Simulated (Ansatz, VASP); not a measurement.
## Bi: VASP beside Ansatz

```xyz
1
Lattice="-1.9907 1.9907 1.9907 1.9907 -1.9907 1.9907 1.9907 1.9907 -1.9907" Properties=species:S:1:pos:R:3 pbc="T T T"
Bi    0.0000    0.0000    0.0000
```

Alike in both runs: functional PBE; k mesh 15 × 15 × 15; occupations fermi-dirac, width 0.05 eV; no spin polarisation.

Ansatz relaxed the structure, and its values are those at the end. VASP's run is a single point on that final structure, the one shown.

```csv
,VASP,Ansatz
version,VASP 6.6.1,Ansatz 0.2.0
potentials or method,"VASP PAW PBE potentials, release 64 (Bi_d)","PAW with Ansatz's default frozen-core files, scalar-relativistic"
plane-wave cutoff (eV),520,420
valence electrons in the cell,15,15
```

```csv
,VASP,Ansatz,Ansatz less VASP
pressure (GPa),0.0,0.0,+0.05
```

With one functional, cell and mesh, what is left measures potentials, basis and numerics.

Spin-orbit coupling is off throughout.
